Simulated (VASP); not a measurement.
# Ge2H3 in VASP: single point with PBEsol

Aim: the single point of Ge2H3 with PBEsol.

All numbers are computed with VASP 6.6.1; they aren't measurements. Logs are shortened: lines on timing, memory, paths and dates and some standing lists are left out, and cuts for length are marked.

## Step 1: The cell of the first run

The cell holds a wire or tube with vacuum around it, 30 atoms: a = 16.500 Å, b = 15.800 Å, c = 9.804 Å, α = 90.00°, β = 90.00°, γ = 90.00°.

## Step 2: Single point, PBEsol

Input file INCAR:

```
PREC     = Accurate       # precision mode
ENCUT    = 520            # plane-wave cutoff, eV
EDIFF    = 1E-6           # SCF threshold, eV
ISMEAR   = 0              # smearing method
SIGMA    = 0.05           # smearing width, eV
LREAL    = Auto         
LASPH    = True           # aspherical terms in the spheres
NELM     = 100            # most SCF steps
ALGO     = Normal         # electronic algorithm
ISIF     = 2              # what is computed and relaxed
LWAVE    = False          # write WAVECAR
LCHARG   = False          # write CHGCAR
GGA      = PS             # functional
NBANDS   = 114            # bands
KPAR     = 2            
NCORE    = 2
```

Input file KPOINTS:

```
regular mesh
0
Gamma
  1 1 6
```

Input file POSCAR:

```
Ge2H3
1.0
   16.5000000000      0.0000000000      0.0000000000
    0.0000000000     15.8000000000      0.0000000000
    0.0000000000      0.0000000000      9.8036185689
Ge H
12 18
Direct
    0.5677772094      0.4997110373      0.1679290051
    0.4322227906      0.4997110373      0.7487376616
    0.4312427103      0.4979386285      0.5012617741
    0.5687572897      0.4979386285      0.4154048925
    0.3619091450      0.3732798179      0.1684962265
    0.6390243937      0.3749685670      0.5018300737
    0.4990664702      0.6247451461      0.8351630291
    0.4990198646      0.3753440343      0.0820711487
    0.5009801354      0.3753440343      0.8345955180
    0.5009335298      0.6247451461      0.0815036376
    0.3609756063      0.3749685670      0.4148365930
    0.6380908550      0.3732798179      0.7481704402
    0.6561799571      0.4993096418      0.1150618702
    0.3438200429      0.4993096418      0.8016047965
    0.3873751465      0.5780910087      0.4483959285
    0.6126248535      0.5780910087      0.4682707382
    0.3166971661      0.2949175050      0.1136591034
    0.3170900624      0.4522154237      0.1152483929
    0.5959745241      0.2949668461      0.4485811187
    0.7266152125      0.3732608846      0.4469926537
    0.4566882594      0.7048166070      0.7803269611
    0.5869361684      0.6258129369      0.7819147084
    0.5435553606      0.2955947437      0.1349370142
    0.4564446394      0.2955947437      0.7817296525
    0.5433117406      0.7048166070      0.1363397055
    0.4130638316      0.6258129369      0.1347519583
    0.4040254759      0.2949668461      0.4680855480
    0.2733847875      0.3732608846      0.4696740130
    0.6833028339      0.2949175050      0.8030075633
    0.6829099376      0.4522154237      0.8014182738
```

Potentials or basis: VASP PAW PBE potentials, release 64 (Ge_d, H).

Run with:

```bash
cat potpaw_PBE.64/Ge_d/POTCAR potpaw_PBE.64/H/POTCAR > POTCAR
mpirun -np 4 vasp_std > vasp.out
```

OUTCAR:

```text
PREC = Accurate
   ENCUT = 520
   EDIFF = 1E-6
   ISMEAR = 0
   LREAL = Auto
   LASPH = True
   NELM = 100
   ISIF = 2
   GGA = PS

 ion  position               nearest neighbor table
   1  0.568  0.500  0.168-  13 1.55  10 2.42   8 2.42   4 2.43
   2  0.432  0.500  0.749-  14 1.55   7 2.42   9 2.42   3 2.43
   3  0.431  0.498  0.501-  15 1.55  11 2.42   4 2.42   2 2.43
   4  0.569  0.498  0.415-  16 1.55   6 2.42   3 2.42   1 2.43
   5  0.362  0.373  0.168-  18 1.54  17 1.54  11 2.42   8 2.42
   6  0.639  0.375  0.502-  19 1.54  20 1.54  12 2.42   4 2.42
   7  0.499  0.625  0.835-  22 1.54  21 1.54  10 2.42   2 2.42
   8  0.499  0.375  0.082-  23 1.55   5 2.42   1 2.42   9 2.43
   9  0.501  0.375  0.835-  24 1.55  12 2.42   2 2.42   8 2.43
  10  0.501  0.625  0.082-  26 1.54  25 1.54   7 2.42   1 2.42
  11  0.361  0.375  0.415-  27 1.54  28 1.54   5 2.42   3 2.42
  12  0.638  0.373  0.748-  30 1.54  29 1.54   6 2.42   9 2.42
  13  0.656  0.499  0.115-   1 1.55
  14  0.344  0.499  0.802-   2 1.55
  15  0.387  0.578  0.448-   3 1.55
  16  0.613  0.578  0.468-   4 1.55
  17  0.317  0.295  0.114-   5 1.54
  18  0.317  0.452  0.115-   5 1.54
[... 10 lines left out ...]
  29  0.683  0.295  0.803-  12 1.54
  30  0.683  0.452  0.801-  12 1.54

  LATTYP: Found a simple orthorhombic cell.
 ALAT       =     9.8036185689
 B/A-ratio  =     1.6116498096
 C/A-ratio  =     1.6830520164

  Lattice vectors:

 A1 = (   0.0000000000,   0.0000000000,  -9.8036185689)
 A2 = (   0.0000000000,  15.8000000000,   0.0000000000)
 A3 = (  16.5000000000,   0.0000000000,   0.0000000000)

Analysis of symmetry for initial positions (statically):
=====================================================================
 Subroutine PRICEL returns:
 Original cell was already a primitive cell.

 Routine SETGRP: Setting up the symmetry group for a
 simple orthorhombic supercell.

 Subroutine GETGRP returns: Found  2 space group operations
 (whereof  1 operations were pure point group operations)
 out of a pool of  8 trial point group operations.

The static configuration has the point symmetry C_1 .
 The point group associated with its full space group is C_2 .

Analysis of symmetry for dynamics (positions and initial velocities):
=====================================================================
 Subroutine PRICEL returns:
 Original cell was already a primitive cell.

 Routine SETGRP: Setting up the symmetry group for a
 simple orthorhombic supercell.

 Subroutine GETGRP returns: Found  2 space group operations
 (whereof  1 operations were pure point group operations)
 out of a pool of  8 trial point group operations.

The dynamic configuration has the point symmetry C_1 .
 The point group associated with its full space group is C_2 .

 Subroutine INISYM returns: Found  2 space group operations
 (whereof  1 operations are pure point group operations),
 and found     1 'primitive' translations

----------------------------------------------------------------------------------------

                                     Primitive cell

  volume of cell :    2555.8034

  direct lattice vectors                    reciprocal lattice vectors
    16.500000000  0.000000000  0.000000000     0.060606061  0.000000000  0.000000000
     0.000000000 15.800000000  0.000000000     0.000000000  0.063291139  0.000000000
     0.000000000  0.000000000  9.803618569     0.000000000  0.000000000  0.102003153

  length of vectors
    16.500000000 15.800000000  9.803618569     0.060606061  0.063291139  0.102003153

  position of ions in fractional coordinates (direct lattice)
     0.567777209  0.499711037  0.167929005
     0.432222791  0.499711037  0.748737662
     0.431242710  0.497938629  0.501261774
     0.568757290  0.497938629  0.415404892
     0.361909145  0.373279818  0.168496226
     0.639024394  0.374968567  0.501830074
[... 22 lines left out ...]
     0.683302834  0.294917505  0.803007563
     0.682909938  0.452215424  0.801418274

  ion indices of the primitive-cell ions
   primitive index   ion index
                 1           1
                 2           2
                 3           3
                 4           4
                 5           5
                 6           6
[... 22 lines left out ...]
                29          29
                30          30

----------------------------------------------------------------------------------------

 KPOINTS: regular mesh

Automatic generation of k-mesh.
 Grid dimensions read from file:
 generate k-points for:    1    1    6

 Generating k-lattice:

  Cartesian coordinates                     Fractional coordinates (reciprocal lattice)
     0.060606061  0.000000000  0.000000000     1.000000000  0.000000000  0.000000000
     0.000000000  0.063291139  0.000000000     0.000000000  1.000000000  0.000000000
     0.000000000  0.000000000  0.017000525     0.000000000  0.000000000  0.166666667

  Length of vectors
     0.060606061  0.063291139  0.017000525

  Shift w.r.t. Gamma in fractional coordinates (k-lattice)
     0.000000000  0.000000000  0.000000000

 Subroutine IBZKPT returns following result:
 ===========================================

 Found      4 irreducible k-points:

 Following reciprocal coordinates:
            Coordinates               Weight
  0.000000  0.000000  0.000000      1.000000
  0.000000  0.000000  0.166667      2.000000
  0.000000  0.000000  0.333333      2.000000
  0.000000  0.000000  0.500000      1.000000
   k-points           NKPTS =      4   k-points in BZ     NKDIM =      4   number of bands    NBANDS=    114
   number of dos      NEDOS =    301   number of ions     NIONS =     30
   total plane-waves  NPLWV = ******
   dimension x,y,z NGX =   126 NGY =  120 NGZ =   80
   dimension x,y,z NGXF=   252 NGYF=  240 NGZF=  160
   ions per type =              12  18
   NGX,Y,Z   is equivalent  to a cutoff of  12.70, 12.63, 13.57 a.u.
   NGXF,Y,Z  is equivalent  to a cutoff of  25.39, 25.25, 27.13 a.u.
 SYSTEM =  unknown system
   PREC   = accura    normal or accurate (medium, high low for compatibility)
   ISTART =      0    job   : 0-new  1-cont  2-samecut
   ICHARG =      2    charge: 1-file 2-atom 10-const
   ISPIN  =      1    spin polarized calculation?
   LNONCOLLINEAR =      F non collinear calculations
   LSORBIT =      F    spin-orbit coupling
   LASPH  =      T    aspherical Exc in radial PAW
   ENCUT  =  520.0 eV  38.22 Ry    6.18 a.u.  30.68 29.38 18.23*2*pi/ulx,y,z
   NELM   =    100;   NELMIN=  2; NELMDL= -5     # of ELM steps
   EDIFF  = 0.1E-05   stopping-criterion for ELM
   LREAL  =      T    real-space projection
   EDIFFG = 0.1E-04   stopping-criterion for IOM
   NSW    =      0    number of steps for IOM
   IBRION =     -1    ionic relax: 0-MD 1-quasi-New 2-CG
   NFREE  =      0    steps in history (QN), initial steepest desc. (CG)
   ISIF   =      2    stress and relaxation
   ISYM   =      2    0-nonsym 1-usesym 2-fastsym
   POTIM  = 0.5000    time-step for ionic-motion
   TEBEG  =    0.0;   TEEND  =   0.0 temperature during run
   PSTRESS=    0.0 pullay stress
   NELECT =     186.0000    total number of electrons
   NUPDOWN=      -1.0000    fix difference up-down
   EMIN   =  10.00;   EMAX   =-10.00  energy-range for DOS
   EFERMI =   0.00;   METHOD = LEGACY
   ISMEAR =     0;   SIGMA  =   0.05  broadening in eV -4-tet -1-fermi 0-gaus
   EFERMI_NEDOS =   21; number of points for ismear=-14 and -15
   IALGO  =     38    algorithm
   IMIX   =      4    mixing-type and parameters
     AMIX     =   0.40;   BMIX     =  1.00
     AMIX_MAG =   1.60;   BMIX_MAG =  1.00
  volume/ion in A,a.u.               =      85.19       574.91
  Fermi-wavevector in a.u.,A,eV,Ry     =   0.683497  1.291622  6.356210  0.467168
  Thomas-Fermi vector in A             =   1.762878
   LORBIT       =      0    0 simple, 1 ext, 2 COOP (PROOUT), +10 PAW based schemes
   GGA     = PS    functional components
   LHFCALC =     F    Hartree Fock is set to
   AEXX    =    0.0000 exact exchange contribution
   IVDW    =     0    specifies the selected vdW correction
   LEPSILON=     F    determine dielectric tensor
   LRPA    =     F    only Hartree local field effects (RPA)
 non-spin polarized calculation
 Gauss-broadening in eV      SIGMA  =   0.05
  energy-cutoff  :      520.00
  volume of cell :     2555.80
 maximum number of plane-waves:     68851
 NGX is ok and might be reduce to   126
   NGX = 61   NGY = 59   NGZ = 37

 number of electron     186.0000050 magnetization

 Free energy of the ion-electron system (eV)
  ---------------------------------------------------
  ext. energy  EPLUGINS =         0.00000000
  ---------------------------------------------------
  free energy    TOTEN  =      -114.28754056 eV

  energy without entropy =     -114.28754056  energy(sigma->0) =     -114.28754056

 E-fermi :  -4.2909     XC(G=0):  -2.0279

 val. band max:       -4.5980666164   @ k =   0.0000   0.0000   0.0000
 cond. band min:      -1.1866304782   @ k =   0.0000   0.0000   0.5000
 fundamental gap:      3.4114361382
 Fermi energy:        -4.2908928308

 k-point     1 :       0.0000    0.0000    0.0000
  band No.  band energies     occupation
      1     -27.7657      2.00000
      2     -27.7644      2.00000
      3     -27.7644      2.00000
      4     -27.7452      2.00000
      5     -27.7434      2.00000
      6     -27.7434      2.00000
[... 97 lines left out ...]
    104       0.2324      0.00000
    105       0.3603      0.00000

 k-point     2 :       0.0000    0.0000    0.1667
  band No.  band energies     occupation
      1     -27.7661      2.00000
      2     -27.7658      2.00000
      3     -27.7623      2.00000
      4     -27.7457      2.00000
      5     -27.7449      2.00000
      6     -27.7413      2.00000
[... 97 lines left out ...]
    104       0.2949      0.00000
    105       0.3346      0.00000

 k-point     3 :       0.0000    0.0000    0.3333
  band No.  band energies     occupation
      1     -27.7669      2.00000
      2     -27.7663      2.00000
      3     -27.7608      2.00000
      4     -27.7468      2.00000
      5     -27.7438      2.00000
      6     -27.7409      2.00000
[... 97 lines left out ...]
    104       0.3544      0.00000
    105       0.5091      0.00000

 k-point     4 :       0.0000    0.0000    0.5000
  band No.  band energies     occupation
      1     -27.7668      2.00000
      2     -27.7668      2.00000
      3     -27.7604      2.00000
      4     -27.7469      2.00000
      5     -27.7422      2.00000
      6     -27.7422      2.00000
[... 97 lines left out ...]
    104       0.4343      0.00000
    105       0.4381      0.00000
 [bands above 105 left out]

------------------------ aborting loop because EDIFF is reached ----------------------------------------

  FORCE on cell =-STRESS in cart. coord.  units (eV):
  Direction    XX          YY          ZZ          XY          YZ          ZX
  --------------------------------------------------------------------------------------
  -------------------------------------------------------------------------------------
  Total       -0.5974494     -0.5992300     -0.8404611      0.0000000      0.0000000     -0.0001736
  in kB       -0.3745280     -0.3756442     -0.5268667      0.0000000      0.0000000     -0.0001088
  external PRESSURE =      -0.4256796 kB  Pullay stress =       0.0000000 kB

 VOLUME and BASIS-vectors are now :
 -----------------------------------------------------------------------------
  energy-cutoff  :      520.00
  volume of cell :     2555.80
      direct lattice vectors                 reciprocal lattice vectors
    16.500000000  0.000000000  0.000000000     0.060606061  0.000000000  0.000000000
     0.000000000 15.800000000  0.000000000     0.000000000  0.063291139  0.000000000
     0.000000000  0.000000000  9.803618569     0.000000000  0.000000000  0.102003153

 POSITION                                       TOTAL-FORCE (eV/Angst)
 -----------------------------------------------------------------------------------
      9.36832      7.89543      1.64631         0.023081      0.008734     -0.010773
      7.13168      7.89543      7.34034        -0.023081      0.008734      0.010773
      7.11550      7.86743      4.91418        -0.019155      0.016436     -0.011025
      9.38450      7.86743      4.07247         0.019155      0.016436      0.011025
      5.97150      5.89782      1.65187        -0.019029     -0.002312     -0.020846
     10.54390      5.92450      4.91975         0.010693     -0.014646     -0.020834
[... 22 lines left out ...]
     11.27450      4.65970      7.87238        -0.009297      0.015275     -0.012621
     11.26801      7.14500      7.85680        -0.018109     -0.017135     -0.015393
 -----------------------------------------------------------------------------------
    total drift:                               -0.000008      0.000187     -0.000019

  FREE ENERGIE OF THE ION-ELECTRON SYSTEM (eV)
  ---------------------------------------------------
  free  energy   TOTEN  =      -114.2875405588 eV

  energy  without entropy=     -114.2875405588  energy(sigma->0) =     -114.28754056
```

It took 16 min on 4 MPI ranks of Intel Xeon Platinum 8375C at 2.90GHz (Ice Lake), shared host; peak memory 1.3 GiB.

What came out:

* Free energy: -114.2875 eV
* Largest force: 0.029 eV/Å
* Band gap on the k mesh: 3.41 eV (least direct gap 3.75 eV)

Forces in eV/Å, atoms in the order of the input:
```
Ge   0.023  0.009 -0.011
Ge  -0.023  0.009  0.011
Ge  -0.019  0.016 -0.011
Ge   0.019  0.016  0.011
Ge  -0.019 -0.002 -0.021
Ge   0.011 -0.015 -0.021
Ge   0.009  0.017 -0.020
Ge   0.007 -0.025  0.010
Ge  -0.007 -0.025 -0.010
Ge  -0.009  0.017  0.020
Ge  -0.011 -0.015  0.021
Ge   0.019 -0.002  0.021
H   -0.025  0.003  0.010
H    0.025  0.003 -0.010
H    0.010 -0.023  0.010
H   -0.010 -0.023 -0.010
H    0.009  0.015  0.013
H    0.018 -0.017  0.015
H    0.006  0.024  0.015
H   -0.018  0.000  0.013
H    0.009 -0.016  0.013
H   -0.024 -0.007  0.015
H   -0.015  0.020 -0.010
H    0.015  0.020  0.010
H   -0.009 -0.016 -0.013
H    0.024 -0.007 -0.015
H   -0.006  0.024 -0.015
H    0.018  0.000 -0.013
H   -0.009  0.015 -0.013
H   -0.018 -0.017 -0.015
```

Caveat: the PAW data sets were made with another functional, which shifts forces and pressure a little.
